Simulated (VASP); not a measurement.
# InP (I4/mmm) in VASP: further runs

The runs below take InP through single point, with PBE.

Everything below comes from runs of VASP 6.6.1. Logs are shortened: lines on timing, memory, paths and dates and some standing lists are left out, and cuts for length are marked.

### Step 1. The cell of the first run

Symmetry: I4/mmm, No. 139, tetragonal system. Conventional cell: a = 3.951 Å, b = 3.951 Å, c = 5.156 Å, α = 90.00°, β = 90.00°, γ = 90.00°. In (site symmetry 4/mmm) has 6 P at 2.58 to 2.79 Å within 3.4 Å. Within 3.4 Å of P (site symmetry 4/mmm) lie 6 In at 2.58 to 2.79 Å.

### Step 2. Single point, PBE (20.12 Å³/atom)

The input, INCAR:

```
SYSTEM = InP
  ALGO = Normal
  EDIFF = 1E-7
  ENCUT = 520
  GGA = PE
  ISIF = 2
  ISMEAR = 0
  LASPH = .TRUE.
  LCHARG = .FALSE.
  LREAL = .FALSE.
  LWAVE = .FALSE.
  NBANDS = 16
  NELM = 80
  PREC = Accurate
  SIGMA = 0.15
```

The input, KPOINTS:

```
k-points
0
G
  20 20 20
  0 0 0
```

The input, POSCAR:

```
InP
1.0
    0.0000000000      2.7938445674      2.5781597668
    2.7938445674      0.0000000000      2.5781597668
    2.7938445674      2.7938445674      0.0000000000
In P
1 1
Direct
    0.0000000000      0.0000000000      0.0000000000
    0.5000000000      0.5000000000      0.5000000000
```

Potentials or basis: VASP PAW PBE potentials, release 64 (In_d, P).

Run with:

```
cat potpaw_PBE.64/In_d/POTCAR potpaw_PBE.64/P/POTCAR > POTCAR
mpirun -np 1 vasp_std > vasp.out
```

OUTCAR:

```text
SYSTEM = InP
   EDIFF = 1E-7
   ENCUT = 520
   GGA = PE
   ISIF = 2
   ISMEAR = 0
   LASPH = .TRUE.
   LREAL = .FALSE.
   NELM = 80
   PREC = Accurate

 ion  position               nearest neighbor table
   1  0.000  0.000  0.000-   2 2.58   2 2.58   2 2.79   2 2.79   2 2.79   2 2.79
   2  0.500  0.500  0.500-   1 2.58   1 2.58   1 2.79   1 2.79   1 2.79   1 2.79

  LATTYP: Found a body centered tetragonal cell.
 ALAT       =     3.9510928784
 C/A-ratio  =     1.3050362754

  Lattice vectors:

 A1 = (   0.0000000000,  -2.7938445674,  -2.5781597668)
 A2 = (   0.0000000000,   2.7938445674,  -2.5781597668)
 A3 = (   2.7938445674,   0.0000000000,   2.5781597668)

Analysis of symmetry for initial positions (statically):
=====================================================================
 Subroutine PRICEL returns:
 Original cell was already a primitive cell.

 Routine SETGRP: Setting up the symmetry group for a
 body centered tetragonal supercell.

 Subroutine GETGRP returns: Found 16 space group operations
 (whereof 16 operations were pure point group operations)
 out of a pool of 16 trial point group operations.

The static configuration has the point symmetry D_4h.

Analysis of symmetry for dynamics (positions and initial velocities):
=====================================================================
 Subroutine PRICEL returns:
 Original cell was already a primitive cell.

 Routine SETGRP: Setting up the symmetry group for a
 body centered tetragonal supercell.

 Subroutine GETGRP returns: Found 16 space group operations
 (whereof 16 operations were pure point group operations)
 out of a pool of 16 trial point group operations.

The dynamic configuration has the point symmetry D_4h.

 Subroutine INISYM returns: Found 16 space group operations
 (whereof 16 operations are pure point group operations),
 and found     1 'primitive' translations

----------------------------------------------------------------------------------------

                                     Primitive cell

  volume of cell :      40.2480

  direct lattice vectors                    reciprocal lattice vectors
     0.000000000  2.793844567  2.578159767    -0.178964859  0.178964859  0.193936779
     2.793844567  0.000000000  2.578159767     0.178964859 -0.178964859  0.193936779
     2.793844567  2.793844567  0.000000000     0.178964859  0.178964859 -0.193936779

  length of vectors
     3.801641126  3.801641126  3.951092878     0.318854694  0.318854694  0.318854694

  position of ions in fractional coordinates (direct lattice)
     0.000000000  0.000000000  0.000000000
     0.500000000  0.500000000  0.500000000

  ion indices of the primitive-cell ions
   primitive index   ion index
                 1           1
                 2           2

----------------------------------------------------------------------------------------

 KPOINTS: k-points

Automatic generation of k-mesh.
 Grid dimensions read from file:
 generate k-points for:   20   20   20

 Generating k-lattice:

  Cartesian coordinates                     Fractional coordinates (reciprocal lattice)
    -0.008948243  0.008948243  0.009696839     0.050000000  0.000000000  0.000000000
     0.008948243 -0.008948243  0.009696839     0.000000000  0.050000000  0.000000000
     0.008948243  0.008948243 -0.009696839     0.000000000  0.000000000  0.050000000

  Length of vectors
     0.015942735  0.015942735  0.015942735

  Shift w.r.t. Gamma in fractional coordinates (k-lattice)
     0.000000000  0.000000000  0.000000000

 Subroutine IBZKPT returns following result:
 ===========================================

 Found    641 irreducible k-points:

 Following reciprocal coordinates:
            Coordinates               Weight
  0.000000  0.000000  0.000000      1.000000
  0.050000 -0.000000  0.000000      8.000000
  0.100000  0.000000  0.000000      8.000000
  0.150000  0.000000  0.000000      8.000000
  0.200000  0.000000  0.000000      8.000000
  0.250000  0.000000  0.000000      8.000000
[... 16 lines left out ...]
 -0.400000  0.050000  0.000000      8.000000
 -0.350000  0.050000  0.000000      8.000000
 [... further k-points ...]
   k-points           NKPTS =    641   k-points in BZ     NKDIM =    641   number of bands    NBANDS=     16
   number of dos      NEDOS =    301   number of ions     NIONS =      2
   total plane-waves  NPLWV =  23520
   dimension x,y,z NGX =    28 NGY =   28 NGZ =   30
   dimension x,y,z NGXF=    56 NGYF=   56 NGZF=   60
   ions per type =               1   1
   NGX,Y,Z   is equivalent  to a cutoff of  12.24, 12.24, 12.62 a.u.
   NGXF,Y,Z  is equivalent  to a cutoff of  24.49, 24.49, 25.25 a.u.
 SYSTEM =  InP
   PREC   = accura    normal or accurate (medium, high low for compatibility)
   ISTART =      0    job   : 0-new  1-cont  2-samecut
   ICHARG =      2    charge: 1-file 2-atom 10-const
   ISPIN  =      1    spin polarized calculation?
   LNONCOLLINEAR =      F non collinear calculations
   LSORBIT =      F    spin-orbit coupling
   LASPH  =      T    aspherical Exc in radial PAW
   ENCUT  =  520.0 eV  38.22 Ry    6.18 a.u.   7.07  7.07  7.35*2*pi/ulx,y,z
   NELM   =     80;   NELMIN=  2; NELMDL= -5     # of ELM steps
   EDIFF  = 0.1E-06   stopping-criterion for ELM
   LREAL  =      F    real-space projection
   EDIFFG = 0.1E-05   stopping-criterion for IOM
   NSW    =      0    number of steps for IOM
   IBRION =     -1    ionic relax: 0-MD 1-quasi-New 2-CG
   NFREE  =      0    steps in history (QN), initial steepest desc. (CG)
   ISIF   =      2    stress and relaxation
   ISYM   =      2    0-nonsym 1-usesym 2-fastsym
   POTIM  = 0.5000    time-step for ionic-motion
   TEBEG  =    0.0;   TEEND  =   0.0 temperature during run
   PSTRESS=    0.0 pullay stress
   NELECT =      18.0000    total number of electrons
   NUPDOWN=      -1.0000    fix difference up-down
   EMIN   =  10.00;   EMAX   =-10.00  energy-range for DOS
   EFERMI =   0.00;   METHOD = LEGACY
   ISMEAR =     0;   SIGMA  =   0.15  broadening in eV -4-tet -1-fermi 0-gaus
   EFERMI_NEDOS =   21; number of points for ismear=-14 and -15
   IALGO  =     38    algorithm
   IMIX   =      4    mixing-type and parameters
     AMIX     =   0.40;   BMIX     =  1.00
     AMIX_MAG =   1.60;   BMIX_MAG =  1.00
  volume/ion in A,a.u.               =      20.12       135.80
  Fermi-wavevector in a.u.,A,eV,Ry     =   1.251942  2.365827 21.325213  1.567359
  Thomas-Fermi vector in A             =   2.385866
   LORBIT       =      0    0 simple, 1 ext, 2 COOP (PROOUT), +10 PAW based schemes
   GGA     = PE    functional components
   LHFCALC =     F    Hartree Fock is set to
   AEXX    =    0.0000 exact exchange contribution
   IVDW    =     0    specifies the selected vdW correction
   LEPSILON=     F    determine dielectric tensor
   LRPA    =     F    only Hartree local field effects (RPA)
 non-spin polarized calculation
 Gauss-broadening in eV      SIGMA  =   0.15
  energy-cutoff  :      520.00
  volume of cell :       40.25
 maximum number of plane-waves:      1110
   NGX = 15   NGY = 15   NGZ = 15

 number of electron      18.0000003 magnetization

 Free energy of the ion-electron system (eV)
  ---------------------------------------------------
  ext. energy  EPLUGINS =         0.00000000
  ---------------------------------------------------
  free energy    TOTEN  =        -7.80674913 eV

  energy without entropy =       -7.79375243  energy(sigma->0) =       -7.80025078

 E-fermi :   7.7239     XC(G=0): -10.6371

 val. band max:        7.7225029803   @ k =   0.5000   0.1500   0.1000
 cond. band min:       7.7243837552   @ k =   0.3500   0.0500   0.0000
 fundamental gap:      0.0018807749
 Fermi energy:         7.7238825693

 k-point     1 :       0.0000    0.0000    0.0000
  band No.  band energies     occupation
      1      -6.6735      2.00000
      2      -6.6024      2.00000
      3      -6.6024      2.00000
      4      -6.5970      2.00000
      5      -6.5476      2.00000
      6      -4.6957      2.00000
[... 8 lines left out ...]
     15      15.6921      0.00000
     16      17.0791      0.00000

 k-point     2 :       0.0500   -0.0000    0.0000
  band No.  band energies     occupation
      1      -6.6742      2.00000
      2      -6.6016      2.00000
      3      -6.6015      2.00000
      4      -6.5964      2.00000
      5      -6.5470      2.00000
      6      -4.6639      2.00000
[... 8 lines left out ...]
     15      15.7415      0.00000
     16      17.4668      0.00000

 k-point     3 :       0.1000    0.0000    0.0000
  band No.  band energies     occupation
      1      -6.6764      2.00000
      2      -6.6054      2.00000
      3      -6.5991      2.00000
      4      -6.5887      2.00000
      5      -6.5453      2.00000
      6      -4.5683      2.00000
[... 8 lines left out ...]
     15      15.6585      0.00000
     16      17.2322      0.00000

 k-point     4 :       0.1500    0.0000    0.0000
  band No.  band energies     occupation
      1      -6.6809      2.00000
      2      -6.6128      2.00000
      3      -6.5960      2.00000
      4      -6.5751      2.00000
      5      -6.5417      2.00000
      6      -4.4095      2.00000
[... 8 lines left out ...]
     15      15.7048      0.00000
     16      16.8542      0.00000
[... 324 lines left out ...]
 k-point    22 :      -0.4500    0.0500    0.0000
  band No.  band energies     occupation
      1      -6.7367      2.00000
      2      -6.6634      2.00000
      3      -6.5996      2.00000
      4      -6.4931      2.00000
      5      -6.4775      2.00000
      6      -2.5067      2.00000
[... 8 lines left out ...]
     15      19.0744      0.00000
     16      19.4523      0.00000

 k-point    23 :      -0.4000    0.0500    0.0000
  band No.  band energies     occupation
      1      -6.7341      2.00000
      2      -6.6604      2.00000
      3      -6.5984      2.00000
      4      -6.4964      2.00000
      5      -6.4871      2.00000
      6      -2.7503      2.00000
[... 8 lines left out ...]
     15      18.3924      0.00000
     16      18.9071      0.00000

 k-point    24 :      -0.3500    0.0500    0.0000
  band No.  band energies     occupation
      1      -6.7285      2.00000
      2      -6.6544      2.00000
      3      -6.5966      2.00000
      4      -6.5028      2.00000
      5      -6.5017      2.00000
      6      -3.0882      2.00000
[... 8 lines left out ...]
     15      17.6495      0.00000
     16      18.3602      0.00000

 [... further k-points ...]

------------------------ aborting loop because EDIFF is reached ----------------------------------------

  FORCE on cell =-STRESS in cart. coord.  units (eV):
  Direction    XX          YY          ZZ          XY          YZ          ZX
  --------------------------------------------------------------------------------------
  -------------------------------------------------------------------------------------
  Total        0.3374183      0.3374183      3.6017658      0.0000000      0.0000000      0.0000000
  in kB       13.4318224     13.4318224    143.3777438      0.0000000      0.0000000      0.0000000
  external PRESSURE =      56.7471296 kB  Pullay stress =       0.0000000 kB

 VOLUME and BASIS-vectors are now :
 -----------------------------------------------------------------------------
  energy-cutoff  :      520.00
  volume of cell :       40.25
      direct lattice vectors                 reciprocal lattice vectors
     0.000000000  2.793844567  2.578159767    -0.178964859  0.178964859  0.193936779
     2.793844567  0.000000000  2.578159767     0.178964859 -0.178964859  0.193936779
     2.793844567  2.793844567  0.000000000     0.178964859  0.178964859 -0.193936779

 POSITION                                       TOTAL-FORCE (eV/Angst)
 -----------------------------------------------------------------------------------
      0.00000      0.00000      0.00000        -0.000000      0.000000      0.000000
      2.79384      2.79384      2.57816         0.000000     -0.000000     -0.000000
 -----------------------------------------------------------------------------------
    total drift:                               -0.000000      0.000000      0.000000

  FREE ENERGIE OF THE ION-ELECTRON SYSTEM (eV)
  ---------------------------------------------------
  free  energy   TOTEN  =        -7.8067491264 eV

  energy  without entropy=       -7.7937524312  energy(sigma->0) =       -7.80025078
```

It took 8 min on 1 thread of Intel Xeon 8259CL, shared host; peak memory 0.49 GiB.

What came out:

- Free energy: -7.8067 eV
- Pressure: 5.7 GPa
- Band gap on the k mesh: zero (bands 9 and 10 overlap by 3.08 eV)

Caveat: the stress differs along the axes, from 1 to 14 GPa; spin-orbit coupling is left out, which moves the levels of the heavy elements.

### Step 3. Single point, PBE (20.12 Å³/atom)

The input, INCAR:

```
SYSTEM = InP
  ALGO = Normal
  EDIFF = 1E-7
  ENCUT = 520
  GGA = PE
  ISIF = 2
  ISMEAR = 0
  LASPH = .True.
  LCHARG = .True.
  LELF = .True.
  LREAL = .False.
  LVHAR = .True.
  LWAVE = .False.
  NBANDS = 16
  NELM = 60
  PREC = Accurate
  SIGMA = 0.15
```

The input, KPOINTS:

```
k-points
0
Gamma
  20 20 20
  0 0 0
```

The input, POSCAR:

```
InP
1.0
    0.0000000000      2.6481042507      2.8697505765
    2.6481042507      0.0000000000      2.8697505765
    2.6481042507      2.6481042507      0.0000000000
In P
1 1
Direct
    0.0000000000      0.0000000000      0.0000000000
    0.5000000000      0.5000000000      0.5000000000
```

Potentials or basis: VASP PAW PBE potentials, release 64 (In_d, P).

Run with:

```
cat potpaw_PBE.64/In_d/POTCAR potpaw_PBE.64/P/POTCAR > POTCAR
mpirun -np 1 vasp_std > vasp.out
```

Wall time 9.4 min (1 thread of Intel Xeon 8259CL, shared host); peak memory 0.5 GiB.

It converged, with:

* Free energy: -7.8223 eV
* Pressure: 5.6 GPa
* Band gap on the k mesh: zero (bands 9 and 10 overlap by 2.63 eV)

Stress tensor (GPa, compression positive):
```
 8.75  0.00  0.00
 0.00  8.75  0.00
 0.00  0.00 -0.77
```

Levels at points of the mesh, in eV from the Fermi level:
```tsv
k point	band 6	band 7	band 8	band 9	band 10	band 11	band 12	band 13
(0.00, 0.00, 0.00)	-12.43	-0.59	-0.59	0.09	1.01	6.74	7.27	7.33
(0.50, 0.00, 0.00)	-10.22	-6.97	-0.11	0.37	2.20	3.39	3.73	5.75
(0.50, 0.50, 0.00)	-9.49	-5.30	-2.30	-2.30	-1.80	3.97	10.12	10.63
(0.50, 0.00, 0.50)	-8.63	-5.32	-3.13	-2.71	-2.17	3.63	8.97	10.71
```

Caveat: the stress differs along the axes, from -1 to 9 GPa; spin-orbit coupling is left out, which moves the levels of the heavy elements.
